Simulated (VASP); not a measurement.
Runs of VASP 6.6.1 on Ta2C. The structure is that of space group P-3m1 (No. 164), or close to it. The cells are those of the table. 

```csv
task,level,potentials or basis,cell,cutoff (eV),second run,gap on the mesh (eV),pressure (GPa),largest force (eV/Å)
single point,BLYP+D3(BJ),"VASP PAW PBE potentials, release 64 (Ta_pv, C)","a = 3.087, b = 3.087, c = 4.927 Å, angles 90.0, 90.0, 120.0°, 3 atoms",520,-,none,1.7,0.05
single point,LDA,"VASP PAW LDA potentials, release 64 (Ta_sv_GW, C)","a = 3.067, b = 3.067, c = 4.904 Å, angles 90.0, 90.0, 120.0°, 3 atoms",600,valence_matched,none,(a),0.05
relaxation of cell and atoms,BLYP+D3(BJ),"VASP PAW PBE potentials, release 64 (Ta_pv, C)","relaxed from a = 3.106, b = 3.106, c = 4.946 Å, angles 90.0, 90.0, 120.0°, 3 atoms",600,-,none,0.1,0.01
single point,PBEsol,"VASP PAW PBE potentials, release 64 (Ta_pv, C)","a = 3.086, b = 3.086, c = 4.934 Å, angles 90.0, 90.0, 120.0°, 3 atoms",520,-,none,(b),0.05
single point,LDA,"VASP PAW LDA potentials, release 64 (Ta_pv, C)","a = 3.067, b = 3.067, c = 4.904 Å, angles 90.0, 90.0, 120.0°, 3 atoms",520,-,none,1.5,0.06
```

Alike in all rows: no spin polarisation; k mesh 4 × 4 × 2; smearing fermi-dirac 0.01 eV.

Estimate the missing entries.

(a) 0.9; (b) 0.5.

Caveats: all runs use coarse meshes; spin-orbit coupling is left out, which moves the levels of the heavy elements; the PAW data sets were made with another functional, which shifts forces and pressure a little (some runs); pairwise dispersion overbinds metals, which lowers pressure and volume (some runs); the relaxation stopped at a loose force limit of 0.1 eV/Å, so its end isn't a converged minimum (some runs).

A k mesh can miss the band edges, and the runs leave out spin-orbit coupling on Ta.

A gap of «none» marks levels without a gap at the run's occupations.

The runs don't all hold the same shells in valence.
